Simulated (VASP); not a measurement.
Input of a VASP 6.6.1 run:

Contents of INCAR:

```
PREC = Accurate
ENCUT = 520
EDIFF = 1E-7
ISMEAR = -1
SIGMA = 0.02
LREAL = False
LASPH = True
NELM = 100
ALGO = Normal
ISIF = 2
LWAVE = False
LCHARG = False
GGA = PE
NBANDS = 31
```

The input KPOINTS:

```
Automatic mesh
0
Gamma
  6 6 4
```

POSCAR

```
LuScN2
1.0
    3.2530389017      0.0000000000      0.0000000000
    0.0000000000      3.2530389017      0.0000000000
    0.0000000000      0.0000000000      4.5889455107
Sc N Lu
1 2 1
Direct
    0.0000000000      0.0000000000      0.0000000000
    0.0000000000      0.0000000000      0.5000000000
    0.5000000000      0.5000000000      0.0000000000
    0.5000000000      0.5000000000      0.5000000000
```

Potentials or basis: VASP PAW PBE potentials, release 64 (Sc_sv, N, Lu).

Command:

```console
$ cat potpaw_PBE.64/Sc_sv/POTCAR potpaw_PBE.64/N/POTCAR potpaw_PBE.64/Lu/POTCAR > POTCAR
$ mpirun -np 1 vasp_std > vasp.out
```

**Question.** Predict the band gap on the k mesh.

**Answer.** Zero (bands 23 and 24 overlap by 0.26 eV).

**Question.** What does it give for the pressure?

**Answer.** 6.9 GPa.

Caveat: the cell stands under pressure; spin-orbit coupling is left out, which moves the levels of the heavy elements.
